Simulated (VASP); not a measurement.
Hf, 3 atoms in the cell. The cell holds a slab with vacuum, 3 atoms: a = 3.124 Å, b = 3.124 Å, c = 24.970 Å, α = 90.00°, β = 90.00°, γ = 120.00°. 

```yaml
Program: VASP 6.6.1
Task: single point
Functional: PBEsol
Dispersion: D3(BJ)
Potentials_or_basis: VASP PAW PBE potentials, release 64 (Hf_pv)
Cutoff: 400 eV
k_mesh: 12 × 12 × 1
Occupations: methfessel-paxton, width 0.1 eV
Spin: no spin polarisation
Dipole_correction: yes
Further_INCAR_settings: ALGO = Normal; EDIFF = 1e-06; NBANDS = 22; NELMDL = -8
```

Potentials or basis: VASP PAW PBE potentials, release 64 (Hf_pv).

Command:

```console
$ cat potpaw_PBE.64/Hf_pv/POTCAR > POTCAR
$ mpirun -np 1 vasp_std > vasp.out
```

Hardware: 1 thread of Intel(R) Xeon(R) 6975P-C (Granite Rapids) (shared host).

Estimate the wall time of this run.

Run time: 72 s on 1 thread of Intel(R) Xeon(R) 6975P-C (Granite Rapids), on a shared host, peak memory 0.26 GiB. Counts: scf iterations 37, k points 19.
